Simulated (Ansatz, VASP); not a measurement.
**LiH: VASP beside Ansatz**

```
Li H
1.0
     0.00000    2.00233    2.00233
     2.00233    0.00000    2.00233
     2.00233    2.00233    0.00000
Li H
1 1
Cartesian
  0.0000 0.0000 0.0000
  2.0023 2.0023 2.0023
```

Alike in both runs: task single point; functional r2SCAN; k mesh 10 × 10 × 10; no spin polarisation.

|  | VASP | Ansatz |
| --- | --- | --- |
| version | VASP 6.6.1 | Ansatz 0.2.0 |
| potentials or method | VASP PAW PBE potentials, release 64 (Li_sv, H) | PAW with Ansatz's default frozen-core files, scalar-relativistic |
| plane-wave cutoff (eV) | 520 | 500 |
| occupations | gaussian, width 0.01 eV | fixed |
| valence electrons in the cell | 4 | 4 |

```tsv
	VASP	Ansatz	Ansatz less VASP
gap on the k mesh at the Fermi level (eV)	3.58	3.63	+0.048
```

VASP's potentials were made for PBE, not for r2SCAN.

Noted on VASP's run: the cutoff is short for stress, so the pressure is rough.
